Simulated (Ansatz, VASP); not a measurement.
One calculation of CuO, two programs

INCAR

```
PREC     = Accurate       # precision mode
ENCUT    = 520            # plane-wave cutoff, eV
EDIFF    = 1E-6           # SCF threshold, eV
ISMEAR   = -1             # smearing method
SIGMA    = 0.05           # smearing width, eV
LREAL    = False          # projectors in reciprocal space
LASPH    = True           # aspherical terms in the spheres
NELM     = 150            # most SCF steps
ALGO     = Normal         # electronic algorithm
ISIF     = 2              # what is computed and relaxed
LWAVE    = False          # write WAVECAR
LCHARG   = False          # write CHGCAR
ISPIN    = 2              # spin polarisation
MAGMOM   = -2 4           # initial moments
LORBIT   = 11             # projections on sites
LMAXMIX  = 4              # l up to which the mixer works
GGA      = CA             # functional
NBANDS   = 20             # bands
```

Contents of KPOINTS:

```
regular mesh
0
Gamma
  16 16 16
```

POSCAR

```
CuO
1.0
    0.0000000000      2.2618016073      2.2618016073
    2.2618016073      0.0000000000      2.2618016073
    2.2618016073      2.2618016073      0.0000000000
Cu O
1 1
Direct
    0.0000000000      0.0000000000      0.0000000000
    0.2500000000      0.2500000000      0.2500000000
```

Input for Ansatz:

```yaml
crystal:
  lattice:
    - [0.0, 2.2618016073, 2.2618016073]
    - [2.2618016073, 0.0, 2.2618016073]
    - [2.2618016073, 2.2618016073, 0.0]
  atoms:
    - { symbol: Cu, position: [0.0, 0.0, 0.0], spin: -2.0 }
    - { symbol: O, position: [0.25, 0.25, 0.25], spin: 4.0 }
kpoints:
  mp_grid: { grid: [16, 16, 16] }
  band_path:
    path:
      - [0.0, 0.0, 0.0]
      - [-0.5, -0.5, 0.0]
      - [-0.375, -0.375, 0.25]
      - [-0.375, 0.0, 0.375]
      - [0.0, 0.0, 0.0]
      - [0.0, 0.0, 0.5]
      - [-0.5, -0.25, 0.25]
      - [-0.5, -0.5, 0.0]
    npoints: 5
scf:
  occupations: { method: fermi_dirac, width: 0.05 }
hamiltonian:
  xc: lda
  pseudopotentials: { kind: all_electron, lapw: { basis_error: 0.001 } }
output:
  forces: true
  stress: true
  eigenvalues: true
magnetization:
  spin_polarized: true
```

Alike in both runs: task single point; functional LDA; k mesh 16 × 16 × 16; occupations fermi-dirac, width 0.05 eV; collinear spin.

|  | VASP | Ansatz |
| --- | --- | --- |
| version | VASP 6.6.1 | Ansatz 0.2.0 |
| potentials or method | VASP PAW LDA potentials, release 64 (Cu, O), cutoff 520 eV | all-electron LAPW, scalar-relativistic |

Ansatz gave:

```
gap on the k mesh at the Fermi level (eV) : none
pressure (GPa)                            : -12.8
net moment per atom (μB)                  : 0.00
```

Q: What did VASP give for the same quantities?

A: gap on the k mesh at the Fermi level (eV): none; pressure (GPa): -12.2; net moment per atom (μB): 0.00.

LDA's correlation is that of Perdew and Zunger in VASP and of Perdew and Wang (1992) in Ansatz. A gap of «none» marks a metal or a gap that the smearing closes. Ansatz ran all-electron here, and VASP with PAW potentials. Ansatz's warnings: seeded moment not kept.
